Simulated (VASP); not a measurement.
Wanted: the native input for a VASP 6.6.1 run.

- Task: relaxation of cell and atoms
- Functional: LDA
- Potentials or basis: VASP PAW LDA potentials, release 64 (Li_sv, Sr_sv, Sn_d, S)
- Cutoff: 600 eV
- k mesh: 6 × 6 × 6
- Occupations: fermi-dirac, width 0.02 eV
- Spin: no spin polarisation
- Dipole correction: no
- Further INCAR settings: ALGO = Normal; EDIFF = 1e-06; IBRION = 2; EDIFFG = -0.01; NSW = 80; ISIF = 3

The structure of SrLi2SnS4 lies in POSCAR:

```
SrLi2SnS4
1.0
   -3.3295000000      3.3295000000      3.9590000000
    3.3295000000     -3.3295000000      3.9590000000
    3.3295000000      3.3295000000     -3.9590000000
Li Sr Sn S
2 1 1 4
Direct
    0.2500000000      0.7500000000      0.5000000000
    0.7500000000      0.2500000000      0.5000000000
    0.5000000000      0.5000000000      0.0000000000
    0.0000000000      0.0000000000      0.0000000000
    0.0352600000      0.0352600000      0.4132000000
    0.9647400000      0.3779400000      0.0000000000
    0.6220600000      0.6220600000      0.5868000000
    0.3779400000      0.9647400000      0.0000000000
```

These files were run (other wordings do the same):

INCAR

```
SYSTEM = SrLi2SnS4
PREC = Accurate ; ENCUT = 600
EDIFF = 1E-6 ; ISMEAR = -1
SIGMA = 0.02 ; LREAL = .FALSE.
LASPH = .TRUE. ; NELM = 60
ALGO = Normal ; ISIF = 3
LWAVE = .FALSE. ; LCHARG = .FALSE.
GGA = CA ; IBRION = 2
NSW = 80 ; EDIFFG = -0.01
```

KPOINTS

```
Automatic mesh
0
G
  6 6 6
  0 0 0
```

Potentials or basis: VASP PAW LDA potentials, release 64 (Li_sv, Sr_sv, Sn_d, S).

Launch:

```bash
$ cat potpaw_LDA.64/Li_sv/POTCAR potpaw_LDA.64/Sr_sv/POTCAR potpaw_LDA.64/Sn_d/POTCAR potpaw_LDA.64/S/POTCAR > POTCAR
$ mpirun -np 1 vasp_std > vasp.out
```

Results of the run:

The relaxed volume is 20.84 Å³/atom, the relaxed cell is a = 6.041 Å, b = 6.041 Å, c = 6.041 Å, α = 114.06°, β = 114.06°, γ = 100.63° and the space group after relaxing (to 0.1 Å) is I-42m (No. 121). The energy gained by relaxing is 9.2 meV/atom. The ionic steps are 12 and the pressure after relaxing is 0.0 GPa. The largest force after relaxing is 0.007 eV/Å. The band gap on the k mesh is 2.34 eV.

Caveat: the cutoff is under 1.25 times the usual one of these potentials, so pressure, stress and relaxed cells hold a basis-set (Pulay) error; spin-orbit coupling is left out, which moves the levels of the heavy elements.

It took 54 min on 1 thread of Intel Xeon 8259CL, with other jobs on the host, peak memory 0.44 GiB.
